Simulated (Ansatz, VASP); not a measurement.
This is a calculation of As for VASP 6.6.1.

POSCAR

```
As
1.0
    2.7036817444      0.0000000000      0.0000000000
    0.0000000000      2.7036817444      0.0000000000
    0.0000000000      0.0000000000      2.7036817444
As
1
Direct
    0.5000000000      0.5000000000      0.5000000000
```

Contents of INCAR.step1:

```
SYSTEM = As
  PREC = Accurate
  ENCUT = 520
  EDIFF = 1E-5
  ISMEAR = -1
  SIGMA = 0.05
  LREAL = .FALSE.
  LASPH = .TRUE.
  NELM = 150
  ALGO = Normal
  ISIF = 2
  LWAVE = .TRUE.
  LNONCOLLINEAR = .TRUE.
  MAGMOM = 0 0 0
  LORBIT = 11
  LSORBIT = .TRUE.
  GGA_COMPAT = .FALSE.
  LORBMOM = .TRUE.
  GGA = PE
  NBANDS = 16
```

INCAR.step2

```
SYSTEM = As
  PREC = Accurate
  ENCUT = 520
  EDIFF = 1E-6
  ISMEAR = -1
  SIGMA = 0.05
  LREAL = .FALSE.
  LASPH = .TRUE.
  NELM = 150
  ALGO = Normal
  ISIF = 2
  LWAVE = .FALSE.
  LCHARG = .TRUE.
  LNONCOLLINEAR = .TRUE.
  MAGMOM = 0 0 0
  LORBIT = 11
  LSORBIT = .TRUE.
  GGA_COMPAT = .FALSE.
  LORBMOM = .TRUE.
  GGA = PE
  LHFCALC = .TRUE.
  HFSCREEN = 0.2079
  PRECFOCK = Normal
  LVHAR = .TRUE.
  ISTART = 1
  NBANDS = 16
```

KPOINTS

```
Automatic mesh
0
G
  4 4 4
  0 0 0
```

Potentials or basis: VASP PAW PBE potentials, release 64 (As).

The run is started by

```bash
$ cat potpaw_PBE.64/As/POTCAR > POTCAR
$ cp INCAR.step1 INCAR
$ mpirun -np 1 vasp_ncl > vasp.out
$ cp INCAR.step2 INCAR
$ mpirun -np 1 vasp_ncl > vasp.out
```

Q: Translate it to Ansatz 0.2.0. Potentials there: Ansatz PAW.

A: As run (the cutoff follows the program's own potentials):

The input input:

```
crystal:
  lattice:
    - [2.7036817444, 0.0, 0.0]
    - [0.0, 2.7036817444, 0.0]
    - [0.0, 0.0, 2.7036817444]
  atoms:
    - { symbol: As, position: [0.5, 0.5, 0.5] }
hamiltonian:
  xc: hse06
  pseudopotentials: { kind: paw_fr }
magnetization:
  noncollinear: true
  spin_orbit: true
kpoints:
  mp_grid: { grid: [4, 4, 4] }
scf:
  occupations: { method: fermi_dirac, width: 0.05 }
output:
  forces: true
  stress: true
  eigenvalues: true
```

Both were run:

|  | VASP | Ansatz | Ansatz less VASP |
| --- | --- | --- | --- |
| pressure (GPa) | -3.6 | -3.0 | +0.62 |

With one functional, cell and mesh, what is left measures potentials, basis and numerics. VASP's potentials hold 5 valence electrons a cell and Ansatz's 15, so a difference there can come from the potentials and not from the codes.

The k mesh is coarse, so the values compare programs but aren't converged.
